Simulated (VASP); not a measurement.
Here is a VASP 6.6.1 calculation.

File INCAR:

```
SYSTEM = Al16SiN15
  PREC = Accurate
  ENCUT = 520
  EDIFF = 1E-6
  ISMEAR = 0
  SIGMA = 0.01
  LREAL = Auto
  LASPH = .True.
  NELM = 150
  ALGO = Normal
  ISIF = 2
  LWAVE = .False.
  LCHARG = .False.
  ISPIN = 2
  MAGMOM = 0 0 0 0 0 0.01 0 0 0 0.01 0 0 0 0.03 0 0 0 0 0 0 0.08 0 0 0.01 0.08 0 0 0.01 0.04 0 0 0.2
  LORBIT = 11
  NUPDOWN = 1.0
  GGA = PE
  NBANDS = 90
```

The input KPOINTS:

```
Automatic mesh
0
Gamma
  1 1 1
  0.25 0.25 0.25
```

File POSCAR:

```
Al16SiN15
1.0
    6.2595139307      0.0000000618      0.0000000000
   -3.1297570188      5.4208980485      0.0000000000
    0.0000000000      0.0000000000     10.0348065100
Al N Si
16 15 1
Direct
    0.3368422427      0.1643731295      0.2510611880
    0.1655467736      0.3353805483      0.5000728183
    0.3304946828      0.1705790313      0.7567006826
    0.1675019638      0.3331680244      1.0077643417
    0.3379901480      0.6705874582      0.2515249574
    0.1966035186      0.8588377883      0.5155012623
    0.3298541947      0.6604070160      0.7567677136
    0.1767229271      0.8373697679      0.9929320691
    0.8304866636      0.1631714720      0.2514200403
    0.6427681508      0.3048508143      0.5153958906
    0.8404125830      0.1709472475      0.7568335223
    0.6633451225      0.3241625692      0.9929849715
    0.8396165167      0.6616476049      0.2006217129
    0.6488180375      0.8519859050      0.5212936124
    0.8338941067      0.6672376531      0.7485077165
    0.6644089331      0.8361453309      0.9949479156
    0.3308010049      0.1708675553      0.4413101674
    0.1691327253      0.3320240477      0.1963986259
    0.3296769930      0.1710811601      0.9410190515
    0.1678283517      0.3326910787      0.6902029355
    0.3318347052      0.6745563459      0.4440680191
    0.1859018408      0.8386109499      0.1774369216
    0.3302917571      0.6601618524      0.9412422164
    0.1762527695      0.8371598160      0.7023732423
    0.8263449057      0.1687803988      0.4439340915
    0.6625601267      0.3154945434      0.1774687855
    0.8401860415      0.1701973809      0.9413570384
    0.6641064259      0.3248783156      0.7023539195
    0.6661009038      0.8349970579      0.1819548029
    0.8334448959      0.6673153100      0.9429037610
    0.6642270162      0.8366525963      0.7048107252
    0.8311351310      0.6705795908      0.4216327549
```

Potentials or basis: VASP PAW PBE potentials, release 64 (Al, N, Si).

The run is started by

```bash
$ cat potpaw_PBE.64/Al/POTCAR potpaw_PBE.64/N/POTCAR potpaw_PBE.64/Si/POTCAR > POTCAR
$ mpirun -np 1 vasp_std > vasp.out
```

(1) Estimate the largest force.

(2) What does it give for the pressure?

## Answers

(1) 0.501 eV/Å.

(2) 10.1 GPa.

Caveat: the k points lie up to 1.16 Å⁻¹ apart; the total moment is fixed, so each spin has its own Fermi level.
